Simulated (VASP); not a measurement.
# PbS in VASP: a series of runs

PbS is run at these levels: PBEsol; tasks: single point.

Program: VASP 6.6.1. These are calculated values, not measurements. Logs are shortened: lines on timing, memory, paths and dates and some standing lists are left out, and cuts for length are marked.

## (1) The cell of the first run

The cell holds a slab with vacuum, 4 atoms: a = 4.074 Å, b = 4.074 Å, c = 11.600 Å, α = 93.75°, β = 93.75°, γ = 89.21°.

## (2) Single point, PBEsol (volume scaled by 0.96)

The input, INCAR:

```
PREC = Accurate ; ENCUT = 520
EDIFF = 1E-6 ; ISMEAR = -1
SIGMA = 0.01 ; LREAL = False
LASPH = True ; NELM = 80
ALGO = Normal ; ISIF = 2
LWAVE = False ; LCHARG = False
GGA = PS ; NBANDS = 28
```

The input, KPOINTS:

```
Automatic mesh
0
Gamma
  7 7 3
```

The input, POSCAR:

```
PbS
1.0
    2.9007586418     -2.8608060062      0.0000000000
    2.9007586418      2.8608060062      0.0000000000
   -1.0654529404      0.0000000000     11.5510369519
Pb S
2 2
Direct
    0.7756000000      0.7756000000      0.6363800000
    0.2244000000      0.2244000000      0.3636200000
    0.2684000000      0.2684000000      0.5986000000
    0.7316000000      0.7316000000      0.4014000000
```

Potentials or basis: VASP PAW PBE potentials, release 64 (Pb_d, S).

Started as:

```sh
> cat potpaw_PBE.64/Pb_d/POTCAR potpaw_PBE.64/S/POTCAR > POTCAR
> mpirun -np 1 vasp_std > vasp.out
```

OUTCAR:

```text
PREC = Accurate
   ENCUT = 520
   EDIFF = 1E-6
   ISMEAR = -1
   LREAL = False
   LASPH = True
   NELM = 80
   ISIF = 2
   GGA = PS

 ion  position               nearest neighbor table
   1  0.776  0.776  0.636-   4 2.71   3 2.89   3 2.89   3 2.93   3 2.93
   2  0.224  0.224  0.364-   3 2.71   4 2.89   4 2.89   4 2.93   4 2.93
   3  0.268  0.268  0.599-   2 2.71   1 2.89   1 2.89   1 2.93   1 2.93
   4  0.732  0.732  0.401-   1 2.71   2 2.89   2 2.89   2 2.93   2 2.93

  LATTYP: Found a base centered monoclinic cell.
 ALAT       =     5.8015172836
 B/A-ratio  =     0.9862268322
 C/A-ratio  =     1.9994891547
 COS(beta)  =    -0.0918488301

  Lattice vectors:

 A1 = (   2.9007586418,  -2.8608060062,   0.0000000000)
 A2 = (   2.9007586418,   2.8608060062,   0.0000000000)
 A3 = (  -1.0654529404,   0.0000000000,  11.5510369519)

Analysis of symmetry for initial positions (statically):
=====================================================================
 Subroutine PRICEL returns:
 Original cell was already a primitive cell.

 Routine SETGRP: Setting up the symmetry group for a
 base centered monoclinic supercell.

 Subroutine GETGRP returns: Found  4 space group operations
 (whereof  4 operations were pure point group operations)
 out of a pool of  4 trial point group operations.

The static configuration has the point symmetry C_2h.

Analysis of symmetry for dynamics (positions and initial velocities):
=====================================================================
 Subroutine PRICEL returns:
 Original cell was already a primitive cell.

 Routine SETGRP: Setting up the symmetry group for a
 base centered monoclinic supercell.

 Subroutine GETGRP returns: Found  4 space group operations
 (whereof  4 operations were pure point group operations)
 out of a pool of  4 trial point group operations.

The dynamic configuration has the point symmetry C_2h.

 Subroutine INISYM returns: Found  4 space group operations
 (whereof  4 operations are pure point group operations),
 and found     1 'primitive' translations

----------------------------------------------------------------------------------------

                                     Primitive cell

  volume of cell :     191.7127

  direct lattice vectors                    reciprocal lattice vectors
     2.900758642 -2.860806006  0.000000000     0.172368701 -0.174775919  0.015899070
     2.900758642  2.860806006  0.000000000     0.172368701  0.174775919  0.015899070
    -1.065452940  0.000000000 11.551036952     0.000000000  0.000000000  0.086572314

  length of vectors
     4.074139382  4.074139382 11.600070889     0.245988560  0.245988560  0.086572314

  position of ions in fractional coordinates (direct lattice)
     0.775600000  0.775600000  0.636380000
     0.224400000  0.224400000  0.363620000
     0.268400000  0.268400000  0.598600000
     0.731600000  0.731600000  0.401400000

  ion indices of the primitive-cell ions
   primitive index   ion index
                 1           1
                 2           2
                 3           3
                 4           4

----------------------------------------------------------------------------------------

 KPOINTS: Automatic mesh

Automatic generation of k-mesh.
 Grid dimensions read from file:
 generate k-points for:    7    7    3

 Generating k-lattice:

  Cartesian coordinates                     Fractional coordinates (reciprocal lattice)
     0.024624100 -0.024967988  0.002271296     0.142857143  0.000000000  0.000000000
     0.024624100  0.024967988  0.002271296     0.000000000  0.142857143  0.000000000
     0.000000000  0.000000000  0.028857438     0.000000000  0.000000000  0.333333333

  Length of vectors
     0.035141223  0.035141223  0.028857438

  Shift w.r.t. Gamma in fractional coordinates (k-lattice)
     0.000000000  0.000000000  0.000000000

 Subroutine IBZKPT returns following result:
 ===========================================

 Found     44 irreducible k-points:

 Following reciprocal coordinates:
            Coordinates               Weight
  0.000000  0.000000  0.000000      1.000000
  0.142857  0.000000  0.000000      4.000000
  0.285714  0.000000 -0.000000      4.000000
  0.428571  0.000000  0.000000      4.000000
  0.142857  0.142857  0.000000      2.000000
  0.285714  0.142857  0.000000      4.000000
[... 16 lines left out ...]
 -0.142857  0.000000  0.333333      4.000000
  0.142857  0.142857  0.333333      2.000000
 [... further k-points ...]
   k-points           NKPTS =     44   k-points in BZ     NKDIM =     44   number of bands    NBANDS=     28
   number of dos      NEDOS =    301   number of ions     NIONS =      4
   total plane-waves  NPLWV =  81000
   dimension x,y,z NGX =    30 NGY =   30 NGZ =   90
   dimension x,y,z NGXF=    60 NGYF=   60 NGZF=  180
   ions per type =               2   2
   NGX,Y,Z   is equivalent  to a cutoff of  12.24, 12.24, 12.90 a.u.
   NGXF,Y,Z  is equivalent  to a cutoff of  24.48, 24.48, 25.80 a.u.
 SYSTEM =  unknown system
   PREC   = accura    normal or accurate (medium, high low for compatibility)
   ISTART =      0    job   : 0-new  1-cont  2-samecut
   ICHARG =      2    charge: 1-file 2-atom 10-const
   ISPIN  =      1    spin polarized calculation?
   LNONCOLLINEAR =      F non collinear calculations
   LSORBIT =      F    spin-orbit coupling
   LASPH  =      T    aspherical Exc in radial PAW
   ENCUT  =  520.0 eV  38.22 Ry    6.18 a.u.   7.58  7.58 21.57*2*pi/ulx,y,z
   NELM   =     80;   NELMIN=  2; NELMDL= -5     # of ELM steps
   EDIFF  = 0.1E-05   stopping-criterion for ELM
   LREAL  =      F    real-space projection
   EDIFFG = 0.1E-04   stopping-criterion for IOM
   NSW    =      0    number of steps for IOM
   IBRION =     -1    ionic relax: 0-MD 1-quasi-New 2-CG
   NFREE  =      0    steps in history (QN), initial steepest desc. (CG)
   ISIF   =      2    stress and relaxation
   ISYM   =      2    0-nonsym 1-usesym 2-fastsym
   POTIM  = 0.5000    time-step for ionic-motion
   TEBEG  =    0.0;   TEEND  =   0.0 temperature during run
   PSTRESS=    0.0 pullay stress
   NELECT =      40.0000    total number of electrons
   NUPDOWN=      -1.0000    fix difference up-down
   EMIN   =  10.00;   EMAX   =-10.00  energy-range for DOS
   EFERMI =   0.00;   METHOD = LEGACY
   ISMEAR =    -1;   SIGMA  =   0.01  broadening in eV -4-tet -1-fermi 0-gaus
   EFERMI_NEDOS =   21; number of points for ismear=-14 and -15
   IALGO  =     38    algorithm
   IMIX   =      4    mixing-type and parameters
     AMIX     =   0.40;   BMIX     =  1.00
     AMIX_MAG =   1.60;   BMIX_MAG =  1.00
  volume/ion in A,a.u.               =      47.93       323.44
  Fermi-wavevector in a.u.,A,eV,Ry     =   0.970982  1.834890 12.827654  0.942806
  Thomas-Fermi vector in A             =   2.101162
   LORBIT       =      0    0 simple, 1 ext, 2 COOP (PROOUT), +10 PAW based schemes
   GGA     = PS    functional components
   LHFCALC =     F    Hartree Fock is set to
   AEXX    =    0.0000 exact exchange contribution
   IVDW    =     0    specifies the selected vdW correction
   LEPSILON=     F    determine dielectric tensor
   LRPA    =     F    only Hartree local field effects (RPA)
 non-spin polarized calculation
  energy-cutoff  :      520.00
  volume of cell :      191.71
 maximum number of plane-waves:      5196
   NGX = 15   NGY = 15   NGZ = 43

 number of electron      39.9999995 magnetization

 Free energy of the ion-electron system (eV)
  ---------------------------------------------------
  ext. energy  EPLUGINS =         0.00000000
  ---------------------------------------------------
  free energy    TOTEN  =       -18.44355173 eV

  energy without entropy =      -18.44355173  energy(sigma->0) =      -18.44355173

 E-fermi :   1.1444     XC(G=0):  -6.0830

 val. band max:        0.8848463474   @ k =   0.0000   0.0000   0.0000
 cond. band min:       2.0888519999   @ k =   0.0000   0.0000   0.3333
 fundamental gap:      1.2040056525
 Fermi energy:         1.1444132919

 k-point     1 :       0.0000    0.0000    0.0000
  band No.  band energies     occupation
      1     -15.4291      2.00000
      2     -15.3202      2.00000
      3     -15.3194      2.00000
      4     -15.3093      2.00000
      5     -15.2723      2.00000
      6     -15.2687      2.00000
[... 20 lines left out ...]
     27       7.3844      0.00000
     28       7.5263      0.00000

 k-point     2 :       0.1429    0.0000    0.0000
  band No.  band energies     occupation
      1     -15.4163      2.00000
      2     -15.3182      2.00000
      3     -15.3111      2.00000
      4     -15.2990      2.00000
      5     -15.2743      2.00000
      6     -15.2712      2.00000
[... 20 lines left out ...]
     27       6.8714      0.00000
     28       7.1011      0.00000

 k-point     3 :       0.2857    0.0000   -0.0000
  band No.  band energies     occupation
      1     -15.3873      2.00000
      2     -15.3223      2.00000
      3     -15.2935      2.00000
      4     -15.2869      2.00000
      5     -15.2860      2.00000
      6     -15.2779      2.00000
[... 20 lines left out ...]
     27       6.4050      0.00000
     28       7.5179      0.00000

 k-point     4 :       0.4286    0.0000    0.0000
  band No.  band energies     occupation
      1     -15.3582      2.00000
      2     -15.3358      2.00000
      3     -15.2991      2.00000
      4     -15.2987      2.00000
      5     -15.2870      2.00000
      6     -15.2811      2.00000
[... 578 lines left out ...]
     27       6.2247      0.00000
     28       7.3406      0.00000

 k-point    23 :      -0.1429    0.0000    0.3333
  band No.  band energies     occupation
      1     -15.4163      2.00000
      2     -15.3182      2.00000
      3     -15.3111      2.00000
      4     -15.2990      2.00000
      5     -15.2743      2.00000
      6     -15.2712      2.00000
[... 20 lines left out ...]
     27       6.8755      0.00000
     28       7.1945      0.00000

 k-point    24 :       0.1429    0.1429    0.3333
  band No.  band energies     occupation
      1     -15.4076      2.00000
      2     -15.3146      2.00000
      3     -15.3022      2.00000
      4     -15.2921      2.00000
      5     -15.2812      2.00000
      6     -15.2775      2.00000
[... 20 lines left out ...]
     27       6.0408      0.00000
     28       7.5139      0.00000

 [... further k-points ...]
[... 5 lines left out ...]
  --------------------------------------------------------------------------------------
  -------------------------------------------------------------------------------------
  Total        0.2646040      1.4993939     -1.5219081      0.0000000      0.0000000     -0.0117241
  in kB        2.2113426     12.5307006    -12.7188556      0.0000000      0.0000000     -0.0979801
  external PRESSURE =       0.6743959 kB  Pullay stress =       0.0000000 kB

 VOLUME and BASIS-vectors are now :
 -----------------------------------------------------------------------------
  energy-cutoff  :      520.00
  volume of cell :      191.71
      direct lattice vectors                 reciprocal lattice vectors
     2.900758642 -2.860806006  0.000000000     0.172368701 -0.174775919  0.015899070
     2.900758642  2.860806006  0.000000000     0.172368701  0.174775919  0.015899070
    -1.065452940  0.000000000 11.551036952     0.000000000  0.000000000  0.086572314

 POSITION                                       TOTAL-FORCE (eV/Angst)
 -----------------------------------------------------------------------------------
      3.82162      0.00000      7.35085        -0.001638      0.000000     -0.388350
      0.91444      0.00000      4.20019         0.001638      0.000000      0.388350
      0.91935      0.00000      6.91445        -0.003024      0.000000     -0.109973
      3.81672      0.00000      4.63659         0.003024      0.000000      0.109973
 -----------------------------------------------------------------------------------
    total drift:                               -0.000000     -0.000000      0.000000

  FREE ENERGIE OF THE ION-ELECTRON SYSTEM (eV)
  ---------------------------------------------------
  free  energy   TOTEN  =       -18.4435517315 eV

  energy  without entropy=      -18.4435517315  energy(sigma->0) =      -18.44355173
```

Wall time 1.8 min (1 thread of Intel Xeon 6975P-C (Granite Rapids), shared host); peak memory 0.37 GiB.

What came out:

```yaml
Free_energy: -18.4436 eV
Largest_force: 0.388 eV/Å
Band_gap_on_the_k_mesh: 1.20 eV, direct
```

Forces in eV/Å, atoms in the order of the input:
```
Pb  -0.002  0.000 -0.388
Pb   0.002  0.000  0.388
S   -0.003  0.000 -0.110
S    0.003  0.000  0.110
```

Levels at points of the mesh, in eV from the valence-band top:
```tsv
k point	band 16	band 17	band 18	band 19	band 20	band 21	band 22	band 23	band 24	band 25
(0.00, 0.00, 0.00)	-2.77	-2.63	-1.58	-1.46	0.00	1.30	3.11	4.73	5.29	5.55
```

Caveat: the PAW data sets were made with another functional, which shifts forces and pressure a little; spin-orbit coupling is left out, which moves the levels of the heavy elements.

## (3) Single point, PBEsol (volume scaled by 0.99)

The input, INCAR:

```
SYSTEM = PbS
PREC = Accurate
ENCUT = 520
EDIFF = 1E-7
ISMEAR = -1
SIGMA = 0.01
LREAL = .False.
LASPH = .True.
NELM = 60
ALGO = Normal
ISIF = 2
LWAVE = .False.
LCHARG = .False.
GGA = PS
NBANDS = 28
```

The input, KPOINTS:

```
Automatic mesh
0
Gamma
  7 7 3
  0 0 0
```

The input, POSCAR:

```
PbS
1.0
    2.9306654784     -2.8903009309      0.0000000000
    2.9306654784      2.8903009309      0.0000000000
   -1.0764377657      0.0000000000     11.6701282025
Pb S
2 2
Direct
    0.7756000000      0.7756000000      0.6363800000
    0.2244000000      0.2244000000      0.3636200000
    0.2684000000      0.2684000000      0.5986000000
    0.7316000000      0.7316000000      0.4014000000
```

Potentials or basis: VASP PAW PBE potentials, release 64 (Pb_d, S).

Started as:

```sh
> cat potpaw_PBE.64/Pb_d/POTCAR potpaw_PBE.64/S/POTCAR > POTCAR
> mpirun -np 1 vasp_std > vasp.out
```

OUTCAR:

```text
SYSTEM = PbS
   PREC = Accurate
   ENCUT = 520
   EDIFF = 1E-7
   ISMEAR = -1
   LREAL = .False.
   LASPH = .True.
   NELM = 60
   ISIF = 2
   GGA = PS

 ion  position               nearest neighbor table
   1  0.776  0.776  0.636-   4 2.74   3 2.92   3 2.92   3 2.96   3 2.97
   2  0.224  0.224  0.364-   3 2.74   4 2.92   4 2.92   4 2.96   4 2.97
   3  0.268  0.268  0.599-   2 2.74   1 2.92   1 2.92   1 2.96   1 2.97
   4  0.732  0.732  0.401-   1 2.74   2 2.92   2 2.92   2 2.96   2 2.97

  LATTYP: Found a base centered monoclinic cell.
 ALAT       =     5.8613309568
 B/A-ratio  =     0.9862268322
[... 943 lines left out ...]
  --------------------------------------------------------------------------------------
  -------------------------------------------------------------------------------------
  Total       -0.8876055      0.2173528     -2.3863028      0.0000000      0.0000000     -0.0124877
  in kB       -7.1930924      1.7614116    -19.3384294      0.0000000      0.0000000     -0.1011996
  external PRESSURE =      -8.2567034 kB  Pullay stress =       0.0000000 kB

 VOLUME and BASIS-vectors are now :
 -----------------------------------------------------------------------------
  energy-cutoff  :      520.00
  volume of cell :      197.70
      direct lattice vectors                 reciprocal lattice vectors
     2.930665478 -2.890300931  0.000000000     0.170609714 -0.172992367  0.015736823
     2.930665478  2.890300931  0.000000000     0.170609714  0.172992367  0.015736823
    -1.076437766  0.000000000 11.670128203     0.000000000  0.000000000  0.085688862

 POSITION                                       TOTAL-FORCE (eV/Angst)
 -----------------------------------------------------------------------------------
      3.86102      0.00000      7.42664        -0.001367      0.000000     -0.607797
      0.92387      0.00000      4.24349         0.001367      0.000000      0.607797
      0.92883      0.00000      6.98574        -0.003718      0.000000     -0.174479
      3.85607      0.00000      4.68439         0.003718      0.000000      0.174479
 -----------------------------------------------------------------------------------
    total drift:                                0.000000      0.000000      0.000000

  FREE ENERGIE OF THE ION-ELECTRON SYSTEM (eV)
  ---------------------------------------------------
  free  energy   TOTEN  =       -18.4303439861 eV

  energy  without entropy=      -18.4303439861  energy(sigma->0) =      -18.43034399
```

stdout:

```text
POSCAR found type information on POSCAR PbS
 POSCAR found :  2 types and       4 ions
 scaLAPACK will be used
 -----------------------------------------------------------------------------
|                                                                             |
|                                                                             |
|     You enforced a specific xc type in the INCAR file but a different       |
|     I HOPE YOU KNOW WHAT YOU ARE DOING!                                     |
|                                                                             |
 -----------------------------------------------------------------------------

 LDA part: xc-table for (Slater+PW92), standard interpolation
 POSCAR, INCAR and KPOINTS ok, starting setup
 FFT: planning ... GRIDC
 FFT: planning ... GRID_SOFT
 FFT: planning ... GRID
 WAVECAR not read
 entering main loop
```

It took 1.7 min on 1 thread of Intel Xeon 6975P-C (Granite Rapids), shared host; peak memory 0.41 GiB.

What came out:

```
Free energy            : -18.4303 eV
Largest force          : 0.608 eV/Å
Band gap on the k mesh : 1.26 eV, direct
```

Forces on the atoms (eV/Å):
```
Pb  -0.001  0.000 -0.608
Pb   0.001  0.000  0.608
S   -0.004  0.000 -0.174
S    0.004  0.000  0.174
```

Caveat: the PAW data sets were made with another functional, which shifts forces and pressure a little; spin-orbit coupling is left out, which moves the levels of the heavy elements.

(Part 1 of 2 ends here.)
